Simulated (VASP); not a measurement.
**NiSb (Breithauptite): single point with BLYP**

The system is NiSb (Breithauptite).

```
Sb Ni
1.0
     4.04360    0.00000    0.00000
    -2.02180    3.50186    0.00000
     0.00000    0.00000    5.35733
Sb Ni
2 2
Direct
  0.66667 0.33333 0.75000
  0.33333 0.66667 0.25000
  0.00000 0.00000 0.50000
  0.00000 0.00000 0.00000
```

* Program: VASP 6.6.1
* Task: single point
* Functional: BLYP
* Potentials or basis: VASP PAW PBE potentials, release 64 (Sb, Ni)
* Cutoff: 520 eV
* k mesh: 6 × 6 × 4
* Occupations: fermi-dirac, width 0.05 eV
* Spin: collinear spin, ferromagnetic start
* Starting moments: [0.0, 0.0, 1.0, 1.0] μB

```
Pressure                                              : 0.2 GPa
Band gap on the k mesh                                : zero (filled and empty bands overlap)
Net moment                                            : 0.00 μB per cell
Valence electrons inside the program's atomic spheres : Sb 2.42; Ni 9.28
```

Levels at points of the mesh, in eV from the Fermi level:
Spin up:
| k point | band 11 | band 12 | band 13 | band 14 | band 15 | band 16 | band 17 | band 18 | band 19 | band 20 |
| --- | --- | --- | --- | --- | --- | --- | --- | --- | --- | --- |
| (0.00, 0.00, 0.00) | -1.18 | -1.18 | -0.07 | 0.65 | 0.65 | 2.32 | 2.32 | 3.45 | 3.46 | 4.58 |
| (0.50, 0.00, 0.00) | -1.77 | -1.59 | -1.36 | -1.24 | -1.17 | -0.46 | 1.01 | 3.50 | 3.67 | 5.31 |
| (0.00, 0.00, 0.50) | -1.77 | -1.77 | -0.07 | -0.07 | 1.91 | 1.91 | 1.91 | 1.91 | 5.04 | 5.04 |
| (0.50, 0.00, 0.50) | -1.63 | -1.63 | -1.55 | -1.55 | 0.31 | 0.31 | 1.47 | 1.47 | 4.79 | 4.79 |
Spin down:
```tsv
k point	band 11	band 12	band 13	band 14	band 15	band 16	band 17	band 18	band 19	band 20
(0.00, 0.00, 0.00)	-1.18	-1.18	-0.07	0.65	0.65	2.32	2.32	3.45	3.46	4.58
(0.50, 0.00, 0.00)	-1.77	-1.59	-1.36	-1.24	-1.17	-0.46	1.01	3.50	3.67	5.31
(0.00, 0.00, 0.50)	-1.77	-1.77	-0.07	-0.07	1.91	1.91	1.91	1.91	5.04	5.04
(0.50, 0.00, 0.50)	-1.63	-1.63	-1.55	-1.55	0.31	0.31	1.47	1.47	4.79	4.79
```

Run time: 60 s on 1 thread of Intel(R) Xeon(R) 6975P-C (Granite Rapids) (shared host), peak memory 0.24 GiB.

Caveat: the PAW data sets were made with another functional, which shifts forces and pressure a little; spin-orbit coupling is left out, which moves the levels of the heavy elements.
